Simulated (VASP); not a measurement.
# Rh (I4/mmm) in VASP: notebook

The runs below take Rh through single point, with PBEsol.

Everything below comes from runs of VASP 6.6.1. Logs are shortened: lines on timing, memory, paths and dates and some standing lists are left out, and cuts for length are marked.

## (1) The cell of the first run

The structure is tetragonal, space group I4/mmm (No. 139). The conventional cell has a = 2.689 Å, b = 2.689 Å, c = 3.727 Å, α = 90.00°, β = 90.00°, γ = 90.00°. Within 3.5 Å of Rh (site symmetry 4/mmm) lie 12 Rh at 2.66 to 2.69 Å.

## (2) Single point, PBEsol (strain -0.0200 x Voigt [0, 0, 1, 0, 0, 0])

Input file INCAR:

```
SYSTEM = Rh
PREC = Accurate
ENCUT = 520
EDIFF = 1E-6
ISMEAR = 0
SIGMA = 0.15
LREAL = .False.
LASPH = .True.
NELM = 100
ALGO = Fast
ISIF = 2
LWAVE = .False.
LCHARG = .True.
GGA = PS
LELF = .True.
LVHAR = .True.
NBANDS = 14
```

Input file KPOINTS:

```
regular mesh
0
Gamma
  22 22 22
  0 0 0
```

Input file POSCAR:

```
Rh
1.0
    0.0000000000      1.9015500000      1.8635190000
    1.9015500000      0.0000000000      1.8635190000
    1.9015500000      1.9015500000      0.0000000000
Rh
1
Direct
    0.0000000000      0.0000000000      0.0000000000
```

Potentials or basis: VASP PAW PBE potentials, release 64 (Rh_pv).

Launch:

```console
> cat potpaw_PBE.64/Rh_pv/POTCAR > POTCAR
> mpirun -np 1 vasp_std > vasp.out
```

OUTCAR:

```text
SYSTEM = Rh
   PREC = Accurate
   ENCUT = 520
   EDIFF = 1E-6
   ISMEAR = 0
   LREAL = .False.
   LASPH = .True.
   NELM = 100
   ISIF = 2
   GGA = PS

 ion  position               nearest neighbor table
   1  0.000  0.000  0.000-

  LATTYP: Found a body centered tetragonal cell.
 ALAT       =     2.6891977995
 C/A-ratio  =     1.3859292911

  Lattice vectors:

 A1 = (   0.0000000000,  -1.9015500000,  -1.8635190000)
 A2 = (   0.0000000000,   1.9015500000,  -1.8635190000)
 A3 = (   1.9015500000,   0.0000000000,   1.8635190000)

Analysis of symmetry for initial positions (statically):
=====================================================================
 Subroutine PRICEL returns:
 Original cell was already a primitive cell.

 Routine SETGRP: Setting up the symmetry group for a
 body centered tetragonal supercell.

 Subroutine GETGRP returns: Found 16 space group operations
 (whereof 16 operations were pure point group operations)
 out of a pool of 16 trial point group operations.

The static configuration has the point symmetry D_4h.

Analysis of symmetry for dynamics (positions and initial velocities):
=====================================================================
 Subroutine PRICEL returns:
 Original cell was already a primitive cell.

 Routine SETGRP: Setting up the symmetry group for a
 body centered tetragonal supercell.

 Subroutine GETGRP returns: Found 16 space group operations
 (whereof 16 operations were pure point group operations)
 out of a pool of 16 trial point group operations.

The dynamic configuration has the point symmetry D_4h.

 Subroutine INISYM returns: Found 16 space group operations
 (whereof 16 operations are pure point group operations),
 and found     1 'primitive' translations

----------------------------------------------------------------------------------------

                                     Primitive cell

  volume of cell :      13.4766

  direct lattice vectors                    reciprocal lattice vectors
     0.000000000  1.901550000  1.863519000    -0.262943388  0.262943388  0.268309580
     1.901550000  0.000000000  1.863519000     0.262943388 -0.262943388  0.268309580
     1.901550000  1.901550000  0.000000000     0.262943388  0.262943388 -0.268309580

  length of vectors
     2.662441636  2.662441636  2.689197800     0.458550413  0.458550413  0.458550413

  position of ions in fractional coordinates (direct lattice)
     0.000000000  0.000000000  0.000000000

[... 84 lines left out ...]
   TEBEG  =    0.0;   TEEND  =   0.0 temperature during run
   PSTRESS=    0.0 pullay stress
   NELECT =      15.0000    total number of electrons
   NUPDOWN=      -1.0000    fix difference up-down
   EMIN   =  10.00;   EMAX   =-10.00  energy-range for DOS
   EFERMI =   0.00;   METHOD = LEGACY
   ISMEAR =     0;   SIGMA  =   0.15  broadening in eV -4-tet -1-fermi 0-gaus
   EFERMI_NEDOS =   21; number of points for ismear=-14 and -15
   IALGO  =     68    algorithm
   IMIX   =      4    mixing-type and parameters
     AMIX     =   0.40;   BMIX     =  1.00
     AMIX_MAG =   1.60;   BMIX_MAG =  1.00
  volume/ion in A,a.u.               =      13.48        90.94
  Fermi-wavevector in a.u.,A,eV,Ry     =   1.696597  3.206104 39.163594  2.878443
  Thomas-Fermi vector in A             =   2.777431
   LORBIT       =      0    0 simple, 1 ext, 2 COOP (PROOUT), +10 PAW based schemes
   GGA     = PS    functional components
   LHFCALC =     F    Hartree Fock is set to
   AEXX    =    0.0000 exact exchange contribution
   IVDW    =     0    specifies the selected vdW correction
   LEPSILON=     F    determine dielectric tensor
   LRPA    =     F    only Hartree local field effects (RPA)
 non-spin polarized calculation
 RMM-DIIS sequential band-by-band and
 Gauss-broadening in eV      SIGMA  =   0.15
  energy-cutoff  :      520.00
  volume of cell :       13.48
 maximum number of plane-waves:       378
   NGX =  9   NGY =  9   NGZ =  9

 number of electron      15.0000006 magnetization

 Free energy of the ion-electron system (eV)
  ---------------------------------------------------
  ext. energy  EPLUGINS =         0.00000000
  ---------------------------------------------------
  free energy    TOTEN  =        -8.14225701 eV

  energy without entropy =       -8.12777549  energy(sigma->0) =       -8.13501625

 E-fermi :  12.1227     XC(G=0): -14.3474

 val. band max:       12.1217390245   @ k =  -0.2727   0.3636   0.0909
 cond. band min:      12.1237176815   @ k =  -0.1364   0.3636   0.2273
 fundamental gap:      0.0019786571
 Fermi energy:        12.1227428310

 k-point     1 :       0.0000    0.0000    0.0000
  band No.  band energies     occupation
      1     -34.2470      2.00000
      2     -34.2470      2.00000
      3     -34.2350      2.00000
      4       3.9227      2.00000
      5       8.8616      2.00000
      6       8.8616      2.00000
      7       9.0823      2.00000
      8      10.9749      2.00000
      9      11.2450      2.00000
     10      28.0504      0.00000
     11      32.4350      0.00000
     12      33.3931      0.00000
     13      33.3931      0.00000
     14      34.0487      0.00000
[... 377 lines left out ...]
      1     -35.0199      2.00000
      2     -34.3673      2.00000
      3     -34.3491      2.00000
      4       5.8638      2.00000
      5       8.8027      2.00000
      6       8.9269      2.00000
      7      11.7941      1.99805
      8      12.6835      0.00000
      9      13.5575      0.00000
     10      21.1060      0.00000
     11      27.7161      0.00000
     12      32.4367      0.00000
     13      33.3753      0.00000
     14      33.4818      0.00000

 [... further k-points ...]

------------------------ aborting loop because EDIFF is reached ----------------------------------------

  FORCE on cell =-STRESS in cart. coord.  units (eV):
  Direction    XX          YY          ZZ          XY          YZ          ZX
  --------------------------------------------------------------------------------------
  -------------------------------------------------------------------------------------
  Total       -0.0878227     -0.0878227      0.3488203      0.0000000      0.0000000      0.0000000
  in kB      -10.4409003    -10.4409003     41.4698977      0.0000000      0.0000000      0.0000000
  external PRESSURE =       6.8626991 kB  Pullay stress =       0.0000000 kB

 VOLUME and BASIS-vectors are now :
 -----------------------------------------------------------------------------
  energy-cutoff  :      520.00
  volume of cell :       13.48
      direct lattice vectors                 reciprocal lattice vectors
     0.000000000  1.901550000  1.863519000    -0.262943388  0.262943388  0.268309580
     1.901550000  0.000000000  1.863519000     0.262943388 -0.262943388  0.268309580
     1.901550000  1.901550000  0.000000000     0.262943388  0.262943388 -0.268309580

 POSITION                                       TOTAL-FORCE (eV/Angst)
 -----------------------------------------------------------------------------------
      0.00000      0.00000      0.00000        -0.000000      0.000000      0.000000
 -----------------------------------------------------------------------------------
    total drift:                                0.000000      0.000000      0.000000

  FREE ENERGIE OF THE ION-ELECTRON SYSTEM (eV)
  ---------------------------------------------------
  free  energy   TOTEN  =        -8.1422570051 eV

  energy  without entropy=       -8.1277754866  energy(sigma->0) =       -8.13501625
```

stdout:

```text
POSCAR found type information on POSCAR Rh
 POSCAR found :  1 types and       1 ions
 scaLAPACK will be used
 -----------------------------------------------------------------------------
|                                                                             |
|                                                                             |
|     You enforced a specific xc type in the INCAR file but a different       |
|     I HOPE YOU KNOW WHAT YOU ARE DOING!                                     |
|                                                                             |
 -----------------------------------------------------------------------------

 LDA part: xc-table for (Slater+PW92), standard interpolation
 POSCAR, INCAR and KPOINTS ok, starting setup
 FFT: planning ... GRIDC
 FFT: planning ... GRID_SOFT
 FFT: planning ... GRID
 WAVECAR not read
 entering main loop
WARNING in EDDRMM: call to ZHEGV failed, returncode =   8  4     13
WARNING in EDDRMM: call to ZHEGV failed, returncode =   6  3     14
WARNING in EDDRMM: call to ZHEGV failed, returncode =   8  4     13
WARNING in EDDRMM: call to ZHEGV failed, returncode =   8  4     13
```

Wall time 2.2 min (1 thread of Intel Xeon Platinum 8259CL at 2.50GHz (Skylake/Cascade Lake), shared host); peak memory 0.24 GiB.

What came out:

```yaml
Free_energy: -8.1423 eV
Pressure: 0.7 GPa
```

Caveat: the cell differs from its parent crystal (strain -0.0200 x Voigt [0, 0, 1, 0, 0, 0]); the PAW data sets were made with another functional, which shifts forces and pressure a little.

## (3) Single point, PBEsol (strain -0.0100 x Voigt [0, 0, 1, 0, 0, 0])

Input file INCAR:

```
PREC     = Accurate       # precision mode
ENCUT    = 520            # plane-wave cutoff, eV
EDIFF    = 1E-7           # SCF threshold, eV
ISMEAR   = 0              # smearing method
SIGMA    = 0.15           # smearing width, eV
LREAL    = False          # projectors in reciprocal space
LASPH    = True           # aspherical terms in the spheres
NELM     = 80             # most SCF steps
ALGO     = Fast           # electronic algorithm
ISIF     = 2              # what is computed and relaxed
LWAVE    = False          # write WAVECAR
LCHARG   = False          # write CHGCAR
GGA      = PS             # functional
NBANDS   = 14             # bands
```

Input file KPOINTS:

```
Automatic mesh
0
Gamma
  22 22 22
```

Input file POSCAR:

```
Rh
1.0
    0.0000000000      1.9015500000      1.8825345000
    1.9015500000      0.0000000000      1.8825345000
    1.9015500000      1.9015500000      0.0000000000
Rh
1
Direct
    0.0000000000      0.0000000000      0.0000000000
```

Potentials or basis: VASP PAW PBE potentials, release 64 (Rh_pv).

Launch:

```console
> cat potpaw_PBE.64/Rh_pv/POTCAR > POTCAR
> mpirun -np 1 vasp_std > vasp.out
```

It took 2 min on 1 thread of Intel Xeon Platinum 8259CL at 2.50GHz (Skylake/Cascade Lake), shared host; peak memory 0.25 GiB.

Results (log left out):

* Free energy: -8.1438 eV
* Pressure: -2.4 GPa

Stress tensor (GPa, compression positive):
```
-3.21  0.00  0.00
 0.00 -3.21  0.00
 0.00  0.00 -0.67
```

Levels at points of the mesh, in eV from the Fermi level:
```tsv
k point	band 5	band 6	band 7	band 8	band 9	band 10
(0.00, 0.00, 0.00)	-3.18	-3.18	-3.07	-1.06	-0.93	15.93
(0.50, 0.00, 0.00)	-3.27	-3.16	0.56	0.62	0.64	8.69
(0.50, 0.50, 0.00)	-6.07	0.57	1.02	1.02	3.34	12.54
(0.50, 0.00, 0.50)	-6.06	0.57	0.96	1.06	3.12	12.26
```

Caveat: the cell differs from its parent crystal (strain -0.0100 x Voigt [0, 0, 1, 0, 0, 0]); the PAW data sets were made with another functional, which shifts forces and pressure a little.
